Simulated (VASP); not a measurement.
Set up this calculation in VASP 6.6.1, as the native input.

| Item | Value |
| --- | --- |
| Task | single point |
| Functional | r2SCAN |
| Potentials or basis | VASP PAW PBE potentials, release 64 (Mg) |
| Cutoff | 520 eV |
| k mesh | 10 × 10 × 5 |
| Occupations | fermi-dirac, width 0.05 eV |
| Spin | no spin polarisation |
| Dipole correction | no |
| Further INCAR settings | ALGO = Normal; EDIFF = 1e-06; NBANDS = 9 |

Mg:

```
CELL_PARAMETERS angstrom
2.80420 0.00000 0.00000
-1.40210 2.42851 0.00000
0.00000 0.00000 4.56954
ATOMIC_POSITIONS crystal
Mg 0.66667 0.33333 0.75000
Mg 0.33333 0.66667 0.25000
```

One way to write it, as run:

POSCAR

```
Mg
1.0
    2.8041980525      0.0000000000      0.0000000000
   -1.4020990263      2.4285067507      0.0000000000
    0.0000000000      0.0000000000      4.5695444511
Mg
2
Direct
    0.6666666667      0.3333333333      0.7500000000
    0.3333333333      0.6666666667      0.2500000000
```

INCAR.step1

```
PREC = Accurate
ENCUT = 520
ISMEAR = -1
SIGMA = 0.05
LREAL = False
LASPH = True
NELM = 60
NBANDS = 9
GGA = PE
ALGO = Normal
EDIFF = 1E-4
LWAVE = True
LCHARG = False
```

INCAR.step2

```
PREC = Accurate
ENCUT = 520
EDIFF = 1E-6
ISMEAR = -1
SIGMA = 0.05
LREAL = False
LASPH = True
NELM = 60
ALGO = Normal
ISIF = 2
LWAVE = False
LCHARG = False
METAGGA = R2SCAN
LMIXTAU = True
NBANDS = 9
ISTART = 1
```

KPOINTS

```
Automatic mesh
0
Gamma
  10 10 5
```

Potentials or basis: VASP PAW PBE potentials, release 64 (Mg).

The run is started by

```console
$ cat potpaw_PBE.64/Mg/POTCAR > POTCAR
$ cp INCAR.step1 INCAR
$ mpirun -np 1 vasp_std > vasp.out
$ cp INCAR.step2 INCAR
$ mpirun -np 1 vasp_std > vasp.out
```

It gave:

* Pressure: 29.8 GPa
* Band gap on the k mesh: zero (band 2 reaches 5.50 eV, above the bottom of band 3 at 3.79 eV)

Caveat: the PAW data sets were made with another functional, which shifts forces and pressure a little.

Wall time 27 s on 1 thread of Intel(R) Xeon(R) Platinum 8559C (Emerald Rapids), on a shared host, peak memory 0.16 GiB.
